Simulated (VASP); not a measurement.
Here is a VASP 6.6.1 calculation.

Contents of INCAR:

```
ALGO = Normal
EDIFF = 1E-6
ENCUT = 910
GGA_COMPAT = False
ISIF = 2
ISMEAR = -1
ISPIN = 2
LASPH = True
LCHARG = True
LELF = True
LORBIT = 11
LREAL = False
LVHAR = True
LWAVE = False
MAGMOM = 1 1
NBANDS = 17
NELM = 200
NELMDL = -8
PREC = Accurate
SIGMA = 0.02
```

The input KPOINTS:

```
k-points
0
Gamma
  1 1 1
```

POSCAR

```
O
1.0
    9.0000000000      0.0000000000      0.0000000000
    0.0000000000      9.5000000000      0.0000000000
    0.0000000000      0.0000000000     10.0000000000
O
2
Direct
    0.5000000000      0.5000000000      0.4400139754
    0.5000000000      0.5000000000      0.5599860246
```

Potentials or basis: VASP PAW LDA potentials, release 64 (O_h).

Command:

```console
$ cat potpaw_LDA.64/O_h/POTCAR > POTCAR
$ mpirun -np 1 vasp_gam > vasp.out
```

**Question.** What does it give for the largest force?

**Answer.** 0.454 eV/Å.

**Question.** Estimate the site moments.

**Answer.** O +0.62 μB.

Forces on the atoms (eV/Å):
```
O    0.000  0.000 -0.454
O    0.000  0.000  0.454
```
